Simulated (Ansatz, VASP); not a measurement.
**Si4S in VASP and in Ansatz**

```xyz
10
Lattice="3.6655 0.0000 0.0000 0.0000 3.9243 0.0000 0.0000 0.0000 15.7177" Properties=species:S:1:pos:R:3 pbc="T T T"
Si    2.7491    0.0000    4.7814
Si    2.7491    1.9622    3.4657
Si    0.9164    0.0000   10.9363
Si    0.9164    1.9622   12.2520
Si    2.7491    1.9622   13.6774
Si    2.7491    0.0000   15.0064
Si    0.9164    0.0000    0.7113
Si    0.9164    1.9622    2.0403
S     0.9164    0.0000    6.0613
S     2.7491    0.0000    9.6564
```

Alike in both runs: functional PBE; k mesh 4 × 4 × 1; occupations gaussian, width 0.2 eV; no spin polarisation.

Ansatz relaxed the structure, and its values are those at the end. VASP's run is a single point on that final structure, the one shown.

|  | VASP | Ansatz |
| --- | --- | --- |
| version | VASP 6.6.1 | Ansatz 0.2.0 |
| potentials or method | VASP PAW PBE potentials, release 64 (Si, S), cutoff 520 eV | scalar-relativistic, plane waves, PAW |
| valence electrons in the cell | 44 | 44 |

|  | VASP | Ansatz | Ansatz less VASP |
| --- | --- | --- | --- |
| gap on the k mesh at the Fermi level (eV) | 0.20 | 0.19 | -0.007 |
| least direct gap on the mesh (eV) | 0.20 | 0.19 | -0.007 |
| pressure (GPa) | 0.0 | 0.1 | +0.10 |
| rms of the force components (eV/Å) | 0.008 | 0.013 | +0.0050 |

The k mesh is coarse, so the values compare programs but aren't converged.
